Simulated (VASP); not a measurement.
Ti3AgN:

```xyz
5
Lattice="4.0743 0.0000 0.0000 0.0000 4.0743 0.0000 0.0000 0.0000 4.0743" Properties=species:S:1:pos:R:3 pbc="T T T"
Ag    0.0000    0.0000    0.0000
N     2.0371    2.0371    2.0371
Ti    0.0000    2.0371    2.0371
Ti    2.0371    0.0000    2.0371
Ti    2.0371    2.0371    0.0000
```

- Program: VASP 6.6.1
- Task: relaxation of cell and atoms
- Functional: r2SCAN
- Potentials or basis: VASP PAW PBE potentials, release 64 (Ag, N, Ti_sv)
- Cutoff: 600 eV
- k mesh: 5 × 5 × 5
- Occupations: methfessel-paxton, width 0.05 eV
- Spin: no spin polarisation

At the start: pressure 8.7 GPa; volume 13.53 Å³/atom.

Q: Where does the relaxation end?

A: Over 3 steps the energy falls by 16.2 meV/atom and the volume is 14.15 Å³/atom (+4.6 %); space group Pm-3m (No. 221, to 0.1 Å) before and after.

The path:
```
step  energy change (eV)  largest force (eV/Å)  pressure (GPa)  volume (Å³)
   1              0.0000                0.0000            8.67        67.63
   2              0.0508                0.0000           -9.24        75.05
   3             -0.0808                0.0000           -0.07        70.77
```

Final structure:
```
Ag N Ti
1.0
     4.13634    0.00000    0.00000
     0.00000    4.13634    0.00000
     0.00000    0.00000    4.13634
Ag N Ti
1 1 3
Direct
  0.00000 0.00000 0.00000
  0.50000 0.50000 0.50000
  0.00000 0.50000 0.50000
  0.50000 0.00000 0.50000
  0.50000 0.50000 0.00000
```

Caveat: the PAW data sets were made with another functional, which shifts forces and pressure a little.
